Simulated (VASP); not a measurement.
# Te2Mo in VASP: further runs

Te2Mo is run at these levels: PBE; tasks: single point.

Everything below comes from runs of VASP 6.6.1. Logs are shortened: lines on timing, memory, paths and dates and some standing lists are left out, and cuts for length are marked.

## (1) The cell of the first run

The cell holds a slab with vacuum, 3 atoms: a = 3.484 Å, b = 3.484 Å, c = 18.237 Å, α = 90.00°, β = 90.00°, γ = 120.00°.

## (2) Single point, PBE (volume 63.911 Å^3 an atom, c/a of the conventional cell 5.2340)

The input, INCAR:

```
  ALGO = Normal
  EDIFF = 1E-6
  ENCUT = 520
  GGA = PE
  ISIF = 2
  ISMEAR = 0
  LASPH = T
  LCHARG = F
  LREAL = F
  LWAVE = F
  NBANDS = 20
  NELM = 60
  PREC = Accurate
  SIGMA = 0.05
```

The input, KPOINTS:

```
k-points
0
Gamma
  12 12 2
```

The input, POSCAR:

```
Te2Mo
1.0
    3.4842674172      0.0000000000      0.0000000000
   -1.7421337086      3.0174640968      0.0000000000
    0.0000000000      0.0000000000     18.2366556615
Te Mo
2 1
Direct
    0.3333333333      0.6666666667      0.8967969900
    0.3333333333      0.6666666667      0.1032030100
    0.0000000000      0.0000000000      0.0000000000
```

Potentials or basis: VASP PAW PBE potentials, release 64 (Te, Mo_sv).

Run with:

```bash
cat potpaw_PBE.64/Te/POTCAR potpaw_PBE.64/Mo_sv/POTCAR > POTCAR
mpirun -np 1 vasp_std > vasp.out
```

OUTCAR:

```text
EDIFF = 1E-6
   ENCUT = 520
   GGA = PE
   ISIF = 2
   ISMEAR = 0
   LASPH = T
   LREAL = F
   NELM = 60
   PREC = Accurate

 ion  position               nearest neighbor table
   1  0.333  0.667  0.897-   3 2.75   3 2.75   3 2.75
   2  0.333  0.667  0.103-   3 2.75   3 2.75   3 2.75
   3  0.000  0.000  0.000-   1 2.75   2 2.75   1 2.75   2 2.75   1 2.75   2 2.75

  LATTYP: Found a hexagonal cell.
 ALAT       =     3.4842674172
 C/A-ratio  =     5.2340000000

  Lattice vectors:

 A1 = (   3.4842674172,   0.0000000000,   0.0000000000)
 A2 = (  -1.7421337086,   3.0174640968,   0.0000000000)
 A3 = (   0.0000000000,   0.0000000000,  18.2366556615)

Analysis of symmetry for initial positions (statically):
=====================================================================
 Subroutine PRICEL returns:
 Original cell was already a primitive cell.

 Routine SETGRP: Setting up the symmetry group for a
 hexagonal supercell.

 Subroutine GETGRP returns: Found 12 space group operations
 (whereof 12 operations were pure point group operations)
 out of a pool of 24 trial point group operations.

The static configuration has the point symmetry D_3h.

Analysis of symmetry for dynamics (positions and initial velocities):
=====================================================================
 Subroutine PRICEL returns:
 Original cell was already a primitive cell.

 Routine SETGRP: Setting up the symmetry group for a
 hexagonal supercell.

 Subroutine GETGRP returns: Found 12 space group operations
 (whereof 12 operations were pure point group operations)
 out of a pool of 24 trial point group operations.

The dynamic configuration has the point symmetry D_3h.

 Subroutine INISYM returns: Found 12 space group operations
 (whereof 12 operations are pure point group operations),
 and found     1 'primitive' translations

----------------------------------------------------------------------------------------

                                     Primitive cell

  volume of cell :     191.7338

  direct lattice vectors                    reciprocal lattice vectors
     3.484267417  0.000000000  0.000000000     0.287004377  0.165702054  0.000000000
    -1.742133709  3.017464097  0.000000000     0.000000000  0.331404109  0.000000000
     0.000000000  0.000000000 18.236655661     0.000000000  0.000000000  0.054834615

  length of vectors
     3.484267417  3.484267417 18.236655661     0.331404109  0.331404109  0.054834615

  position of ions in fractional coordinates (direct lattice)
     0.333333333  0.666666667  0.896796990
     0.333333333  0.666666667  0.103203010
     0.000000000  0.000000000  0.000000000

  ion indices of the primitive-cell ions
   primitive index   ion index
                 1           1
                 2           2
                 3           3

----------------------------------------------------------------------------------------

 KPOINTS: k-points

Automatic generation of k-mesh.
 Grid dimensions read from file:
 generate k-points for:   12   12    2

 Generating k-lattice:

  Cartesian coordinates                     Fractional coordinates (reciprocal lattice)
     0.023917031  0.013808505  0.000000000     0.083333333  0.000000000  0.000000000
     0.000000000  0.027617009  0.000000000     0.000000000  0.083333333  0.000000000
     0.000000000  0.000000000  0.027417308     0.000000000  0.000000000  0.500000000

  Length of vectors
     0.027617009  0.027617009  0.027417308

  Shift w.r.t. Gamma in fractional coordinates (k-lattice)
     0.000000000  0.000000000  0.000000000

 Subroutine IBZKPT returns following result:
 ===========================================

 Found     38 irreducible k-points:

 Following reciprocal coordinates:
            Coordinates               Weight
  0.000000  0.000000  0.000000      1.000000
  0.083333  0.000000  0.000000      6.000000
  0.166667  0.000000  0.000000      6.000000
  0.250000  0.000000  0.000000      6.000000
  0.333333  0.000000  0.000000      6.000000
  0.416667  0.000000  0.000000      6.000000
[... 16 lines left out ...]
  0.250000  0.000000  0.500000      6.000000
  0.333333  0.000000  0.500000      6.000000
 [... further k-points ...]
   k-points           NKPTS =     38   k-points in BZ     NKDIM =     38   number of bands    NBANDS=     20
   number of dos      NEDOS =    301   number of ions     NIONS =      3
   total plane-waves  NPLWV = 109760
   dimension x,y,z NGX =    28 NGY =   28 NGZ =  140
   dimension x,y,z NGXF=    56 NGYF=   56 NGZF=  280
   ions per type =               2   1
   NGX,Y,Z   is equivalent  to a cutoff of  13.36, 13.36, 12.76 a.u.
   NGXF,Y,Z  is equivalent  to a cutoff of  26.72, 26.72, 25.52 a.u.
 SYSTEM =  unknown system
   PREC   = accura    normal or accurate (medium, high low for compatibility)
   ISTART =      0    job   : 0-new  1-cont  2-samecut
   ICHARG =      2    charge: 1-file 2-atom 10-const
   ISPIN  =      1    spin polarized calculation?
   LNONCOLLINEAR =      F non collinear calculations
   LSORBIT =      F    spin-orbit coupling
   LASPH  =      T    aspherical Exc in radial PAW
   ENCUT  =  520.0 eV  38.22 Ry    6.18 a.u.   6.48  6.48 33.91*2*pi/ulx,y,z
   NELM   =     60;   NELMIN=  2; NELMDL= -5     # of ELM steps
   EDIFF  = 0.1E-05   stopping-criterion for ELM
   LREAL  =      F    real-space projection
   EDIFFG = 0.1E-04   stopping-criterion for IOM
   NSW    =      0    number of steps for IOM
   IBRION =     -1    ionic relax: 0-MD 1-quasi-New 2-CG
   NFREE  =      0    steps in history (QN), initial steepest desc. (CG)
   ISIF   =      2    stress and relaxation
   ISYM   =      2    0-nonsym 1-usesym 2-fastsym
   POTIM  = 0.5000    time-step for ionic-motion
   TEBEG  =    0.0;   TEEND  =   0.0 temperature during run
   PSTRESS=    0.0 pullay stress
   NELECT =      26.0000    total number of electrons
   NUPDOWN=      -1.0000    fix difference up-down
   EMIN   =  10.00;   EMAX   =-10.00  energy-range for DOS
   EFERMI =   0.00;   METHOD = LEGACY
   ISMEAR =     0;   SIGMA  =   0.05  broadening in eV -4-tet -1-fermi 0-gaus
   EFERMI_NEDOS =   21; number of points for ismear=-14 and -15
   IALGO  =     38    algorithm
   IMIX   =      4    mixing-type and parameters
     AMIX     =   0.40;   BMIX     =  1.00
     AMIX_MAG =   1.60;   BMIX_MAG =  1.00
  volume/ion in A,a.u.               =      63.91       431.29
  Fermi-wavevector in a.u.,A,eV,Ry     =   0.841072  1.589395  9.624783  0.707402
  Thomas-Fermi vector in A             =   1.955557
   LORBIT       =      0    0 simple, 1 ext, 2 COOP (PROOUT), +10 PAW based schemes
   GGA     = PE    functional components
   LHFCALC =     F    Hartree Fock is set to
   AEXX    =    0.0000 exact exchange contribution
   IVDW    =     0    specifies the selected vdW correction
   LEPSILON=     F    determine dielectric tensor
   LRPA    =     F    only Hartree local field effects (RPA)
 non-spin polarized calculation
 Gauss-broadening in eV      SIGMA  =   0.05
  energy-cutoff  :      520.00
  volume of cell :      191.73
 maximum number of plane-waves:      5216
 NGX is ok and might be reduce to    28
   NGX = 13   NGY = 13   NGZ = 67

 number of electron      25.9999999 magnetization

 Free energy of the ion-electron system (eV)
  ---------------------------------------------------
  ext. energy  EPLUGINS =         0.00000000
  ---------------------------------------------------
  free energy    TOTEN  =       -17.96930400 eV

  energy without entropy =      -17.96930400  energy(sigma->0) =      -17.96930400

 E-fermi :   0.6004     XC(G=0):  -4.7094

 val. band max:        0.2773150352   @ k =   0.3333   0.3333   0.5000
 cond. band min:       1.3711583158   @ k =   0.1667   0.1667   0.0000
 fundamental gap:      1.0938432806
 Fermi energy:         0.6004337602

 k-point     1 :       0.0000    0.0000    0.0000
  band No.  band energies     occupation
      1     -60.4389      2.00000
      2     -34.6177      2.00000
      3     -34.4405      2.00000
      4     -34.4405      2.00000
      5     -12.4138      2.00000
      6     -11.6284      2.00000
[... 12 lines left out ...]
     19       4.6599      0.00000
     20       5.5389      0.00000

 k-point     2 :       0.0833    0.0000    0.0000
  band No.  band energies     occupation
      1     -60.4381      2.00000
      2     -34.6158      2.00000
      3     -34.4498      2.00000
      4     -34.4427      2.00000
      5     -12.3133      2.00000
      6     -11.5538      2.00000
[... 12 lines left out ...]
     19       4.7838      0.00000
     20       5.6848      0.00000

 k-point     3 :       0.1667    0.0000    0.0000
  band No.  band energies     occupation
      1     -60.4362      2.00000
      2     -34.6105      2.00000
      3     -34.4750      2.00000
      4     -34.4486      2.00000
      5     -12.0203      2.00000
      6     -11.3364      2.00000
[... 12 lines left out ...]
     19       5.1371      0.00000
     20       5.9983      0.00000

 k-point     4 :       0.2500    0.0000    0.0000
  band No.  band energies     occupation
      1     -60.4335      2.00000
      2     -34.6033      2.00000
      3     -34.5093      2.00000
      4     -34.4568      2.00000
      5     -11.5636      2.00000
      6     -11.0000      2.00000
[... 12 lines left out ...]
     19       5.6825      0.00000
     20       6.4226      0.00000

 k-point     5 :       0.3333    0.0000    0.0000
  band No.  band energies     occupation
      1     -60.4308      2.00000
      2     -34.5961      2.00000
      3     -34.5434      2.00000
      4     -34.4649      2.00000
      5     -11.0075      2.00000
      6     -10.5985      2.00000
[... 12 lines left out ...]
     19       5.9736      0.00000
     20       6.2191      0.00000
[... 353 lines left out ...]
      6     -11.5538      2.00000
[... 12 lines left out ...]
     19       4.5960      0.00000
     20       5.9864      0.00000

 k-point    22 :       0.1667    0.0000    0.5000
  band No.  band energies     occupation
      1     -60.4362      2.00000
      2     -34.6105      2.00000
      3     -34.4750      2.00000
      4     -34.4486      2.00000
      5     -12.0203      2.00000
      6     -11.3364      2.00000
[... 12 lines left out ...]
     19       4.9482      0.00000
     20       6.3259      0.00000

 k-point    23 :       0.2500    0.0000    0.5000
  band No.  band energies     occupation
      1     -60.4335      2.00000
      2     -34.6033      2.00000
      3     -34.5093      2.00000
      4     -34.4568      2.00000
      5     -11.5636      2.00000
      6     -11.0000      2.00000
[... 12 lines left out ...]
     19       5.5060      0.00000
     20       6.8229      0.00000

 k-point    24 :       0.3333    0.0000    0.5000
  band No.  band energies     occupation
      1     -60.4308      2.00000
      2     -34.5961      2.00000
      3     -34.5434      2.00000
      4     -34.4649      2.00000
      5     -11.0075      2.00000
      6     -10.5985      2.00000
[... 12 lines left out ...]
     19       5.9836      0.00000
     20       6.1368      0.00000

 [... further k-points ...]
[... 5 lines left out ...]
  --------------------------------------------------------------------------------------
  -------------------------------------------------------------------------------------
  Total        0.6303062      0.6303062     -2.1879220      0.0000000     -0.0000000      0.0000000
  in kB        5.2670011      5.2670011    -18.2828385      0.0000000     -0.0000000      0.0000000
  external PRESSURE =      -2.5829455 kB  Pullay stress =       0.0000000 kB

 VOLUME and BASIS-vectors are now :
 -----------------------------------------------------------------------------
  energy-cutoff  :      520.00
  volume of cell :      191.73
      direct lattice vectors                 reciprocal lattice vectors
     3.484267417  0.000000000  0.000000000     0.287004377  0.165702054  0.000000000
    -1.742133709  3.017464097  0.000000000     0.000000000  0.331404109  0.000000000
     0.000000000  0.000000000 18.236655661     0.000000000  0.000000000  0.054834615

 POSITION                                       TOTAL-FORCE (eV/Angst)
 -----------------------------------------------------------------------------------
     -0.00000      2.01164     16.35458         0.000000     -0.000000      0.578215
     -0.00000      2.01164      1.88208         0.000000      0.000000     -0.578215
      0.00000      0.00000      0.00000        -0.000000     -0.000000      0.000000
 -----------------------------------------------------------------------------------
    total drift:                                0.000000     -0.000000     -0.000000

  FREE ENERGIE OF THE ION-ELECTRON SYSTEM (eV)
  ---------------------------------------------------
  free  energy   TOTEN  =       -17.9693040022 eV

  energy  without entropy=      -17.9693040022  energy(sigma->0) =      -17.96930400
```

Wall time 93 s (1 thread of Intel Xeon 6975P-C (Granite Rapids), shared host); peak memory 0.39 GiB.

Results:

| Quantity | Value |
| --- | --- |
| Free energy | -17.9693 eV |
| Largest force | 0.578 eV/Å |
| Band gap on the k mesh | 1.09 eV, indirect (least direct gap 1.29 eV) |

Forces on the atoms (eV/Å):
```
Te   0.000  0.000  0.578
Te   0.000  0.000 -0.578
Mo   0.000  0.000  0.000
```

Caveat: spin-orbit coupling is left out, which moves the levels of the heavy elements.

## (3) Single point, PBE (volume 69.024 Å^3 an atom, c/a of the conventional cell 5.5593)

The input, INCAR:

```
  PREC = Accurate
  ENCUT = 520
  EDIFF = 1E-6
  ISMEAR = 0
  SIGMA = 0.05
  LREAL = F
  LASPH = T
  NELM = 100
  ALGO = Normal
  ISIF = 2
  LWAVE = F
  LCHARG = T
  GGA = PE
  LELF = T
  LVHAR = T
  NBANDS = 20
```

The input, KPOINTS:

```
Automatic mesh
0
Gamma
  12 12 2
```

The input, POSCAR:

```
Te2Mo
1.0
    3.5036728291      0.0000000000      0.0000000000
   -1.7518364146      3.0342696765      0.0000000000
    0.0000000000      0.0000000000     19.4779683586
Te Mo
2 1
Direct
    0.3333333333      0.6666666667      0.8967969900
    0.3333333333      0.6666666667      0.1032030100
    0.0000000000      0.0000000000      0.0000000000
```

Potentials or basis: VASP PAW PBE potentials, release 64 (Te, Mo_sv).

Run with:

```bash
cat potpaw_PBE.64/Te/POTCAR potpaw_PBE.64/Mo_sv/POTCAR > POTCAR
mpirun -np 1 vasp_std > vasp.out
```

Run time: 2 min. Hardware: 1 thread of Intel Xeon 6975P-C (Granite Rapids), shared host; peak memory 0.42 GiB.

It converged, with:

- Free energy: -17.6368 eV
- Largest force: 1.880 eV/Å
- Band gap on the k mesh: 0.76 eV, indirect (least direct gap 1.12 eV)

Forces on the atoms (eV/Å):
```
Te   0.000  0.000  1.880
Te   0.000  0.000 -1.880
Mo   0.000  0.000  0.000
```

Levels at points of the mesh, in eV from the valence-band top:
| k point | band 10 | band 11 | band 12 | band 13 | band 14 | band 15 | band 16 | band 17 |
| --- | --- | --- | --- | --- | --- | --- | --- | --- |
| (0.00, 0.00, 0.00) | -1.08 | -0.98 | -0.46 | -0.46 | 2.94 | 2.94 | 3.03 | 3.03 |
| (0.50, 0.00, 0.00) | -2.10 | -1.83 | -0.86 | 0.00 | 1.48 | 1.52 | 2.66 | 2.97 |
| (0.00, 0.00, 0.50) | -1.08 | -0.98 | -0.46 | -0.46 | 2.94 | 2.94 | 3.03 | 3.03 |
| (0.50, 0.00, 0.50) | -2.10 | -1.83 | -0.86 | 0.00 | 1.48 | 1.52 | 2.66 | 2.97 |

Caveat: spin-orbit coupling is left out, which moves the levels of the heavy elements.

## (4) Single point, PBE (volume 69.024 Å^3 an atom, c/a of the conventional cell 4.3680)

The input, INCAR:

```
ALGO = Normal ; EDIFF = 1E-6
ENCUT = 520 ; GGA = PE
ISIF = 2 ; ISMEAR = 0
LASPH = True ; LCHARG = True
LELF = True ; LREAL = False
LVHAR = True ; LWAVE = False
NBANDS = 20 ; NELM = 80
PREC = Accurate ; SIGMA = 0.05
```

The input, KPOINTS:

```
k-points
0
Gamma
  12 12 2
```

The input, POSCAR:

```
Te2Mo
1.0
    3.7969601480      0.0000000000      0.0000000000
   -1.8984800741      3.2882639454      0.0000000000
    0.0000000000      0.0000000000     16.5851219267
Te Mo
2 1
Direct
    0.3333333333      0.6666666667      0.8967969900
    0.3333333333      0.6666666667      0.1032030100
    0.0000000000      0.0000000000      0.0000000000
```

Run with:

```bash
cat potpaw_PBE.64/Te/POTCAR potpaw_PBE.64/Mo_sv/POTCAR > POTCAR
mpirun -np 1 vasp_std > vasp.out
```

It took 1.8 min on 1 thread of Intel Xeon 6975P-C (Granite Rapids), shared host; peak memory 0.39 GiB.

The run converged. Its results:

| Item | Value |
| --- | --- |
| Free energy | -17.7343 eV |
| Largest force | 0.234 eV/Å |
| Band gap on the k mesh | 0.38 eV, indirect (least direct gap 0.66 eV) |

Forces on the atoms (eV/Å):
```
Te   0.000  0.000 -0.234
Te   0.000  0.000  0.234
Mo   0.000  0.000  0.000
```

Levels at points of the mesh, in eV from the valence-band top:
```tsv
k point	band 9	band 10	band 11	band 12	band 13	band 14	band 15	band 16	band 17	band 18
(0.00, 0.00, 0.00)	-2.15	-1.29	-1.29	-0.99	0.00	2.38	2.38	2.69	2.69	4.12
(0.50, 0.00, 0.00)	-3.26	-2.46	-1.16	-1.02	-0.65	0.83	1.07	2.97	3.29	3.91
(0.00, 0.00, 0.50)	-2.15	-1.29	-1.29	-0.99	0.00	2.38	2.38	2.69	2.69	4.22
(0.50, 0.00, 0.50)	-3.26	-2.46	-1.16	-1.02	-0.65	0.83	1.07	2.97	3.29	3.91
```

Caveat: spin-orbit coupling is left out, which moves the levels of the heavy elements.

## (5) Single point, PBE (volume 74.137 Å^3 an atom, c/a of the conventional cell 5.2340)

The input, INCAR:

```
  ALGO = Normal
  EDIFF = 1E-6
  ENCUT = 520
  GGA = PE
  ISIF = 2
  ISMEAR = 0
  LASPH = T
  LCHARG = F
  LREAL = F
  LWAVE = F
  NBANDS = 20
  NELM = 80
  PREC = Accurate
  SIGMA = 0.05
```

KPOINTS is that of step 4.

The input, POSCAR:

```
Te2Mo
1.0
    3.6609795610      0.0000000000      0.0000000000
   -1.8304897805      3.1705013026      0.0000000000
    0.0000000000      0.0000000000     19.1615670225
Te Mo
2 1
Direct
    0.3333333333      0.6666666667      0.8967969900
    0.3333333333      0.6666666667      0.1032030100
    0.0000000000      0.0000000000      0.0000000000
```

Run with:

```bash
cat potpaw_PBE.64/Te/POTCAR potpaw_PBE.64/Mo_sv/POTCAR > POTCAR
mpirun -np 1 vasp_std > vasp.out
```

Wall time 91 s (1 thread of Intel Xeon 6975P-C (Granite Rapids), shared host); peak memory 0.41 GiB.

Results (log left out):

| Quantity | Value |
| --- | --- |
| Free energy | -17.5009 eV |
| Largest force | 2.045 eV/Å |
| Band gap on the k mesh | 0.90 eV, indirect (least direct gap 1.01 eV) |

Forces on the atoms (eV/Å):
```
Te   0.000  0.000  2.045
Te   0.000  0.000 -2.045
Mo   0.000  0.000  0.000
```

Levels at points of the mesh, in eV from the valence-band top:
```csv
k point,band 9,band 10,band 11,band 12,band 13,band 14,band 15,band 16,band 17,band 18
"(0.00, 0.00, 0.00)",-1.21,-1.21,-0.65,-0.65,-0.61,2.49,2.49,2.58,2.58,3.80
"(0.50, 0.00, 0.00)",-2.92,-1.87,-1.79,-0.68,-0.27,1.20,1.41,2.57,2.78,3.54
"(0.00, 0.00, 0.50)",-1.21,-1.21,-0.65,-0.65,-0.61,2.49,2.49,2.58,2.58,3.84
"(0.50, 0.00, 0.50)",-2.92,-1.87,-1.79,-0.68,-0.27,1.20,1.41,2.57,2.78,3.54
```

Caveat: spin-orbit coupling is left out, which moves the levels of the heavy elements.

## (6) The runs side by side

```csv
cell,gap on the mesh (eV),largest force (eV/Å)
"a = 3.484, b = 3.484, c = 18.237 Å, angles 90.0, 90.0, 120.0°, 3 atoms",1.09,0.58
"a = 3.504, b = 3.504, c = 19.478 Å, angles 90.0, 90.0, 120.0°, 3 atoms",0.76,1.88
"a = 3.797, b = 3.797, c = 16.585 Å, angles 90.0, 90.0, 120.0°, 3 atoms",0.38,0.23
"a = 3.661, b = 3.661, c = 19.162 Å, angles 90.0, 90.0, 120.0°, 3 atoms",0.90,2.05
```

Alike in all rows: task single point; level PBE; potentials or basis VASP PAW PBE potentials, release 64 (Te, Mo_sv); no spin polarisation; k mesh 12 × 12 × 2; cutoff (eV) 520; smearing gaussian 0.05 eV.

Caveats: spin-orbit coupling is left out, which moves the levels of the heavy elements.

Absolute energies hang on the potentials; compare differences alone.
